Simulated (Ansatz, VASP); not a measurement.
Zn: VASP beside Ansatz

INCAR

```
  PREC = Accurate
  ENCUT = 520
  EDIFF = 1E-7
  ISMEAR = 0
  SIGMA = 0.1
  LREAL = F
  LASPH = T
  NELM = 80
  ALGO = Fast
  ISIF = 2
  LWAVE = F
  LCHARG = F
  GGA = PS
  NBANDS = 12
```

Contents of KPOINTS:

```
Automatic mesh
0
Gamma
  18 18 18
```

The input POSCAR:

```
Zn
1.0
    0.0000000000      1.9032981590      1.9032981590
    1.9032981590      0.0000000000      1.9032981590
    1.9032981590      1.9032981590      0.0000000000
Zn
1
Direct
    0.0000000000      0.0000000000      0.0000000000
```

Input for Ansatz:

```yaml
crystal:
  lattice:
    - [0.0, 1.903298159, 1.903298159]
    - [1.903298159, 0.0, 1.903298159]
    - [1.903298159, 1.903298159, 0.0]
  atoms:
    - { symbol: Zn, position: [0.0, 0.0, 0.0] }
basis:
  ecutwfc: 420
kpoints:
  mp_grid: { grid: [18, 18, 18] }
hamiltonian:
  xc: pbesol
scf:
  occupations: { method: gaussian, width: 0.1 }
output:
  forces: true
  stress: true
  eigenvalues: true
```

Alike in both runs: task single point; functional PBEsol; k mesh 18 × 18 × 18; occupations gaussian, width 0.1 eV; no spin polarisation.

|  | VASP | Ansatz |
| --- | --- | --- |
| version | VASP 6.6.1 | Ansatz 0.2.0 |
| potentials or method | VASP PAW PBE potentials, release 64 (Zn), cutoff 520 eV | scalar-relativistic, plane waves, PAW |
| valence electrons in the cell | 12 | 12 |

Ansatz gave:

| Item | Value |
| --- | --- |
| gap on the k mesh at the Fermi level (eV) | none |
| pressure (GPa) | 2.2 |

Question: Estimate VASP's values.

Answer: gap on the k mesh at the Fermi level (eV): none; pressure (GPa): 2.8.

VASP's potentials were made for PBE, not for PBEsol. A gap of «none» marks a metal or a gap that the smearing closes.
